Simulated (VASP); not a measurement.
# Li in VASP: a series of runs

Li is run at these levels: r2SCAN; tasks: single point.

Program: VASP 6.6.1. These are calculated values, not measurements. Logs are shortened: lines on timing, memory, paths and dates and some standing lists are left out, and cuts for length are marked.

## (1) The cell of the first run

The structure is cubic, space group Fm-3m (No. 225). The conventional cell has a = 4.536 Å, b = 4.536 Å, c = 4.536 Å, α = 90.00°, β = 90.00°, γ = 90.00°. Within 4.2 Å of Li (site symmetry m-3m) lie 12 Li at 3.21 Å.

This isn't the form of Li at room conditions, which is bcc.

## (2) Single point, r2SCAN (strain +0.030 along x and y, +0.030 along z)

The input, POSCAR:

```
Li
1.0
    0.0000000000      2.2680600000      2.2680600000
    2.2680600000      0.0000000000      2.2680600000
    2.2680600000      2.2680600000      0.0000000000
Li
1
Direct
    0.0000000000      0.0000000000      0.0000000000
```

The input, INCAR.step1:

```
SYSTEM = Li
PREC = Accurate ; ENCUT = 830
ISMEAR = 0 ; SIGMA = 0.15
LREAL = .FALSE. ; LASPH = .TRUE.
NELM = 120 ; NBANDS = 8
GGA = PE ; ALGO = Normal
EDIFF = 1E-5 ; LWAVE = .TRUE.
LCHARG = .FALSE. ; GGA_COMPAT = .FALSE.
```

The input, INCAR.step2:

```
SYSTEM = Li
PREC = Accurate ; ENCUT = 830
EDIFF = 1E-6 ; ISMEAR = 0
SIGMA = 0.15 ; LREAL = .FALSE.
LASPH = .TRUE. ; NELM = 120
ALGO = Normal ; ISIF = 2
LWAVE = .FALSE. ; LCHARG = .FALSE.
METAGGA = R2SCAN ; LMIXTAU = .TRUE.
NBANDS = 8 ; ISTART = 1
GGA_COMPAT = .FALSE.
```

The input, KPOINTS:

```
regular mesh
0
G
  18 18 18
  0 0 0
```

Potentials or basis: VASP PAW PBE potentials, release 64 (Li_sv).

Launch:

```sh
> cat potpaw_PBE.64/Li_sv/POTCAR > POTCAR
> cp INCAR.step1 INCAR
> mpirun -np 1 vasp_std > vasp.out
> cp INCAR.step2 INCAR
> mpirun -np 1 vasp_std > vasp.out
```

OUTCAR:

```text
SYSTEM = Li
   PREC = Accurate
   ENCUT = 830
   EDIFF = 1E-6
   ISMEAR = 0
   LREAL = .FALSE.
   LASPH = .TRUE.
   NELM = 120
   ISIF = 2
   METAGGA = R2SCAN
   ISTART = 1

 ion  position               nearest neighbor table
   1  0.000  0.000  0.000-

  LATTYP: Found a face centered cubic cell.
 ALAT       =     4.5361200000

  Lattice vectors:

 A1 = (   0.0000000000,   2.2680600000,   2.2680600000)
 A2 = (   2.2680600000,   0.0000000000,   2.2680600000)
 A3 = (   2.2680600000,   2.2680600000,   0.0000000000)

Analysis of symmetry for initial positions (statically):
=====================================================================
 Subroutine PRICEL returns:
 Original cell was already a primitive cell.

 Routine SETGRP: Setting up the symmetry group for a
 face centered cubic supercell.

 Subroutine GETGRP returns: Found 48 space group operations
 (whereof 48 operations were pure point group operations)
 out of a pool of 48 trial point group operations.

The static configuration has the point symmetry O_h .

Analysis of symmetry for dynamics (positions and initial velocities):
=====================================================================
 Subroutine PRICEL returns:
 Original cell was already a primitive cell.

 Routine SETGRP: Setting up the symmetry group for a
 face centered cubic supercell.

 Subroutine GETGRP returns: Found 48 space group operations
 (whereof 48 operations were pure point group operations)
 out of a pool of 48 trial point group operations.

The dynamic configuration has the point symmetry O_h .

 Subroutine INISYM returns: Found 48 space group operations
 (whereof 48 operations are pure point group operations),
 and found     1 'primitive' translations

----------------------------------------------------------------------------------------

                                     Primitive cell

  volume of cell :      23.3342

  direct lattice vectors                    reciprocal lattice vectors
     0.000000000  2.268060000  2.268060000    -0.220452722  0.220452722  0.220452722
     2.268060000  0.000000000  2.268060000     0.220452722 -0.220452722  0.220452722
     2.268060000  2.268060000  0.000000000     0.220452722  0.220452722 -0.220452722

  length of vectors
     3.207521212  3.207521212  3.207521212     0.381835315  0.381835315  0.381835315

  position of ions in fractional coordinates (direct lattice)
     0.000000000  0.000000000  0.000000000

  ion indices of the primitive-cell ions
   primitive index   ion index
                 1           1

----------------------------------------------------------------------------------------

 KPOINTS: regular mesh

Automatic generation of k-mesh.
 Grid dimensions read from file:
 generate k-points for:   18   18   18

 Generating k-lattice:

  Cartesian coordinates                     Fractional coordinates (reciprocal lattice)
    -0.012247373  0.012247373  0.012247373     0.055555556  0.000000000  0.000000000
     0.012247373 -0.012247373  0.012247373     0.000000000  0.055555556  0.000000000
     0.012247373  0.012247373 -0.012247373     0.000000000  0.000000000  0.055555556

  Length of vectors
     0.021213073  0.021213073  0.021213073

  Shift w.r.t. Gamma in fractional coordinates (k-lattice)
     0.000000000  0.000000000  0.000000000

 Subroutine IBZKPT returns following result:
 ===========================================

 Found    195 irreducible k-points:

 Following reciprocal coordinates:
            Coordinates               Weight
  0.000000  0.000000  0.000000      1.000000
  0.055556  0.000000  0.000000      8.000000
  0.111111  0.000000  0.000000      8.000000
  0.166667  0.000000  0.000000      8.000000
  0.222222  0.000000  0.000000      8.000000
  0.277778  0.000000  0.000000      8.000000
[... 16 lines left out ...]
 -0.277778  0.055556  0.000000     24.000000
 -0.222222  0.055556  0.000000     24.000000
 [... further k-points ...]
   k-points           NKPTS =    195   k-points in BZ     NKDIM =    195   number of bands    NBANDS=      8
   number of dos      NEDOS =    301   number of ions     NIONS =      1
   total plane-waves  NPLWV =  27000
   dimension x,y,z NGX =    30 NGY =   30 NGZ =   30
   dimension x,y,z NGXF=    60 NGYF=   60 NGZF=   60
   ions per type =               1
   NGX,Y,Z   is equivalent  to a cutoff of  15.55, 15.55, 15.55 a.u.
   NGXF,Y,Z  is equivalent  to a cutoff of  31.10, 31.10, 31.10 a.u.
 SYSTEM =  Li
   PREC   = accura    normal or accurate (medium, high low for compatibility)
   ISTART =      1    job   : 0-new  1-cont  2-samecut
   ICHARG =      0    charge: 1-file 2-atom 10-const
   ISPIN  =      1    spin polarized calculation?
   LNONCOLLINEAR =      F non collinear calculations
   LSORBIT =      F    spin-orbit coupling
   LASPH  =      T    aspherical Exc in radial PAW
   ENCUT  =  830.0 eV  61.00 Ry    7.81 a.u.   7.53  7.53  7.53*2*pi/ulx,y,z
   NELM   =    120;   NELMIN=  2; NELMDL=  0     # of ELM steps
   EDIFF  = 0.1E-05   stopping-criterion for ELM
   LREAL  =      F    real-space projection
   EDIFFG = 0.1E-04   stopping-criterion for IOM
   NSW    =      0    number of steps for IOM
   IBRION =     -1    ionic relax: 0-MD 1-quasi-New 2-CG
   NFREE  =      0    steps in history (QN), initial steepest desc. (CG)
   ISIF   =      2    stress and relaxation
   ISYM   =      2    0-nonsym 1-usesym 2-fastsym
   POTIM  = 0.5000    time-step for ionic-motion
   TEBEG  =    0.0;   TEEND  =   0.0 temperature during run
   PSTRESS=    0.0 pullay stress
   NELECT =       3.0000    total number of electrons
   NUPDOWN=      -1.0000    fix difference up-down
   EMIN   =  10.00;   EMAX   =-10.00  energy-range for DOS
   EFERMI =   0.00;   METHOD = LEGACY
   ISMEAR =     0;   SIGMA  =   0.15  broadening in eV -4-tet -1-fermi 0-gaus
   EFERMI_NEDOS =   21; number of points for ismear=-14 and -15
   IALGO  =     38    algorithm
   IMIX   =      4    mixing-type and parameters
     AMIX     =   0.40;   BMIX     =  1.00
     AMIX_MAG =   1.60;   BMIX_MAG =  1.00
  volume/ion in A,a.u.               =      23.33       157.47
  Fermi-wavevector in a.u.,A,eV,Ry     =   0.826261  1.561407  9.288801  0.682708
  Thomas-Fermi vector in A             =   1.938262
   LORBIT       =      0    0 simple, 1 ext, 2 COOP (PROOUT), +10 PAW based schemes
   METAGGA = R2SCAN    functional components
   LHFCALC =     F    Hartree Fock is set to
   AEXX    =    0.0000 exact exchange contribution
   IVDW    =     0    specifies the selected vdW correction
   LEPSILON=     F    determine dielectric tensor
   LRPA    =     F    only Hartree local field effects (RPA)
 non-spin polarized calculation
 Gauss-broadening in eV      SIGMA  =   0.15
  energy-cutoff  :      830.00
  volume of cell :       23.33
 maximum number of plane-waves:      1303
   NGX = 15   NGY = 15   NGZ = 15

 number of electron       3.0000002 magnetization

 Free energy of the ion-electron system (eV)
  ---------------------------------------------------
  ext. energy  EPLUGINS =         0.00000000
  ---------------------------------------------------
  free energy    TOTEN  =        -2.37923101 eV

  energy without entropy =       -2.37465292  energy(sigma->0) =       -2.37694196

 E-fermi :   0.2980     XC(G=0):  -7.0890

 val. band max:        0.2794983728   @ k =   0.5000   0.2222   0.0556
 cond. band min:       0.3196342658   @ k =   0.5000   0.0000   0.0000
 fundamental gap:      0.0401358930
 Fermi energy:         0.2980241298

 k-point     1 :       0.0000    0.0000    0.0000
  band No.  band energies     occupation
      1     -48.1187      2.00000
      2      -3.3599      2.00000
      3      14.8206      0.00000
      4      14.8206      0.00000
      5      14.8206      0.00000
      6      18.0196      0.00000
      7      18.0196      0.00000
      8      18.0196      0.00000

 k-point     2 :       0.0556    0.0000    0.0000
  band No.  band energies     occupation
      1     -48.1183      2.00000
      2      -3.3032      2.00000
      3      14.0947      0.00000
      4      14.6666      0.00000
      5      14.6666      0.00000
      6      17.5758      0.00000
      7      18.2750      0.00000
      8      18.2750      0.00000

 k-point     3 :       0.1111    0.0000    0.0000
  band No.  band energies     occupation
      1     -48.1174      2.00000
      2      -3.1332      2.00000
      3      12.5105      0.00000
      4      14.3206      0.00000
      5      14.3206      0.00000
      6      17.4985      0.00000
      7      18.8739      0.00000
      8      18.8740      0.00000

 k-point     4 :       0.1667    0.0000    0.0000
  band No.  band energies     occupation
      1     -48.1160      2.00000
      2      -2.8499      2.00000
      3      10.7401      0.00000
      4      13.9439      0.00000
      5      13.9439      0.00000
      6      17.6708      0.00000
      7      19.3337      0.00000
      8      19.3337      0.00000

 k-point     5 :       0.2222    0.0000    0.0000
  band No.  band energies     occupation
      1     -48.1142      2.00000
      2      -2.4546      2.00000
      3       9.0034      0.00000
      4      13.6165      0.00000
      5      13.6165      0.00000
      6      17.8798      0.00000
      7      18.9617      0.00000
      8      18.9617      0.00000

 k-point     6 :       0.2778    0.0000    0.0000
  band No.  band energies     occupation
      1     -48.1123      2.00000
      2      -1.9506      2.00000
      3       7.3692      0.00000
      4      13.3672      0.00000
      5      13.3672      0.00000
      6      17.9196      0.00000
      7      18.1987      0.00000
      8      18.1987      0.00000

 k-point     7 :       0.3333    0.0000    0.0000
  band No.  band energies     occupation
      1     -48.1106      2.00000
      2      -1.3470      2.00000
      3       5.8723      0.00000
      4      13.2001      0.00000
      5      13.2001      0.00000
      6      17.4797      0.00000
      7      17.4797      0.00000
      8      17.7282      0.00000

 k-point     8 :       0.3889    0.0000    0.0000
  band No.  band energies     occupation
      1     -48.1091      2.00000
      2      -0.6709      2.00000
      3       4.5520      0.00000
      4      13.1052      0.00000
      5      13.1052      0.00000
      6      16.9167      0.00000
      7      16.9167      0.00000
      8      17.4797      0.00000

 k-point     9 :       0.4444    0.0000    0.0000
  band No.  band energies     occupation
      1     -48.1082      2.00000
      2      -0.0130      1.99664
      3       3.5055      0.00000
      4      13.0629      0.00000
      5      13.0629      0.00000
      6      16.5579      0.00000
      7      16.5579      0.00000
      8      17.3011      0.00000

 k-point    10 :       0.5000    0.0000    0.0000
  band No.  band energies     occupation
      1     -48.1079      2.00000
      2       0.3196      0.83855
      3       3.0430      0.00000
      4      13.0520      0.00000
      5      13.0520      0.00000
      6      16.4342      0.00000
      7      16.4342      0.00000
      8      17.2379      0.00000
[... 78 lines left out ...]
 k-point    18 :       0.4444    0.0556    0.0000
  band No.  band energies     occupation
      1     -48.1083      2.00000
      2      -0.1605      1.99998
      3       3.8416      0.00000
      4      12.5201      0.00000
      5      13.0196      0.00000
      6      15.4066      0.00000
      7      17.3319      0.00000
      8      18.7404      0.00000

 k-point    19 :       0.5000    0.0556    0.0000
  band No.  band energies     occupation
      1     -48.1078      2.00000
      2       0.3402      0.69124
      3       3.1246      0.00000
      4      12.6884      0.00000
      5      12.7210      0.00000
      6      15.4471      0.00000
      7      16.9375      0.00000
      8      18.6728      0.00000

 k-point    20 :      -0.4444    0.0556    0.0000
  band No.  band energies     occupation
      1     -48.1079      2.00000
      2       0.2208      1.53368
      3       3.2866      0.00000
      4      12.4778      0.00000
      5      12.9311      0.00000
      6      15.6736      0.00000
      7      16.7371      0.00000
      8      18.7472      0.00000

 k-point    21 :      -0.3889    0.0556    0.0000
  band No.  band energies     occupation
      1     -48.1086      2.00000
      2      -0.3845      2.00000
      3       4.1932      0.00000
      4      12.3201      0.00000
      5      13.2220      0.00000
      6      16.0550      0.00000
      7      16.7562      0.00000
      8      18.9485      0.00000

 k-point    22 :      -0.3333    0.0556    0.0000
  band No.  band energies     occupation
      1     -48.1099      2.00000
      2      -1.0737      2.00000
      3       5.4396      0.00000
      4      12.2655      0.00000
      5      13.5355      0.00000
      6      16.5647      0.00000
      7      17.0139      0.00000
      8      19.1818      0.00000

 k-point    23 :      -0.2778    0.0556    0.0000
  band No.  band energies     occupation
      1     -48.1115      2.00000
      2      -1.7075      2.00000
      3       6.8809      0.00000
      4      12.3229      0.00000
      5      13.8578      0.00000
      6      17.1580      0.00000
      7      17.5059      0.00000
      8      19.1668      0.00000

 k-point    24 :      -0.2222    0.0556    0.0000
  band No.  band energies     occupation
      1     -48.1134      2.00000
      2      -2.2471      2.00000
      3       8.4672      0.00000
      4      12.4950      0.00000
      5      14.1876      0.00000
      6      17.6602      0.00000
      7      18.1779      0.00000
      8      19.0358      0.00000

 [... further k-points ...]
[... 5 lines left out ...]
  --------------------------------------------------------------------------------------
  -------------------------------------------------------------------------------------
  Total       -0.1786945     -0.1786945     -0.1786945     -0.0000000     -0.0000000     -0.0000000
  in kB      -12.2695398    -12.2695398    -12.2695398     -0.0000000     -0.0000000     -0.0000000
  external PRESSURE =     -12.2695398 kB  Pullay stress =       0.0000000 kB

 VOLUME and BASIS-vectors are now :
 -----------------------------------------------------------------------------
  energy-cutoff  :      830.00
  volume of cell :       23.33
      direct lattice vectors                 reciprocal lattice vectors
     0.000000000  2.268060000  2.268060000    -0.220452722  0.220452722  0.220452722
     2.268060000  0.000000000  2.268060000     0.220452722 -0.220452722  0.220452722
     2.268060000  2.268060000  0.000000000     0.220452722  0.220452722 -0.220452722

 POSITION                                       TOTAL-FORCE (eV/Angst)
 -----------------------------------------------------------------------------------
      0.00000      0.00000      0.00000         0.000000      0.000000     -0.000000
 -----------------------------------------------------------------------------------
    total drift:                               -0.000000     -0.000000     -0.000000

  FREE ENERGIE OF THE ION-ELECTRON SYSTEM (eV)
  ---------------------------------------------------
  free  energy   TOTEN  =        -2.3792310074 eV

  energy  without entropy=       -2.3746529172  energy(sigma->0) =       -2.37694196
```

It took 7.9 min on 1 thread of AMD EPYC 7R13, shared host; peak memory 0.17 GiB.

Results:

- Free energy: -2.3792 eV
- Pressure: -1.2 GPa
- Band gap on the k mesh: zero (an odd number of electrons rules out a gap without spin polarisation)

Caveat: the cell differs from its parent crystal (strain +0.030 along x and y, +0.030 along z); the PAW data sets were made with another functional, which shifts forces and pressure a little.

(Continued in part 2 of 2.)

The gap in the log of VASP goes by the Fermi energy; the results here count the filled bands.